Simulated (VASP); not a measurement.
Y: relaxation of shape and atoms at fixed volume with PBEsol

Crystal: Y.

```
CELL_PARAMETERS angstrom
3.44460 0.00000 0.00000
-1.72230 2.98311 0.00000
0.00000 0.00000 5.36197
ATOMIC_POSITIONS crystal
Y 0.33333 0.66667 0.25000
Y 0.66667 0.33333 0.75000
```

```
Program                : VASP 6.6.1
Task                   : relaxation of shape and atoms at fixed volume
Functional             : PBEsol
Potentials or basis    : VASP PAW PBE potentials, release 64 (Y_sv)
Cutoff                 : 600 eV
k mesh                 : 12 × 12 × 8
Occupations            : gaussian, width 0.1 eV
Spin                   : no spin polarisation
Dipole correction      : no
Further INCAR settings : ALGO = Normal; EDIFF = 1e-06; IBRION = 2; EDIFFG = -0.01; NSW = 50; ISIF = 4
```

- Energy gained by relaxing: 0.1 meV/atom
- Ionic steps: 4
- Pressure after relaxing: 6.3 GPa
- Band gap on the k mesh: zero (bands 11 and 12 overlap by 2.03 eV)

Step by step:
| step | energy change (eV) | largest force (eV/Å) | pressure (GPa) | volume (Å³) |
| --- | --- | --- | --- | --- |
| 1 | 0.0000 | 0.0000 | 6.27 | 55.10 |
| 2 | -0.0001 | 0.0000 | 6.26 | 55.10 |
| 3 | 0.0000 | 0.0000 | 6.23 | 55.10 |
| 4 | -0.0001 | 0.0000 | 6.25 | 55.10 |

Final structure:
```
Y
1.0
     3.43913    0.00000    0.00000
    -1.71957    2.97838    0.00000
     0.00000    0.00000    5.37903
Y
2
Direct
  0.33333 0.66667 0.25000
  0.66667 0.33333 0.75000
```

Levels at points of the mesh, in eV from the Fermi level:
```
           k point  band 7  band 8  band 9  band 10  band 11  band 12  band 13  band 14  band 15
(0.00, 0.00, 0.00)  -21.79  -21.73   -4.96    -2.18     1.56     1.85     1.85     2.25     2.61
(0.50, 0.00, 0.00)  -22.01  -21.88   -1.77    -1.60    -1.13     0.25     1.50     1.70     2.43
(0.00, 0.00, 0.50)  -21.87  -21.87   -3.29    -3.29     1.02     1.02     1.75     1.75     1.75
(0.50, 0.00, 0.50)  -21.99  -21.99   -1.98    -1.98    -0.03    -0.03     1.93     1.93     3.13
```

Wall time 6 min on 1 thread of AMD EPYC 7R13, on a shared host, peak memory 0.27 GiB.

Caveat: the PAW data sets were made with another functional, which shifts forces and pressure a little.
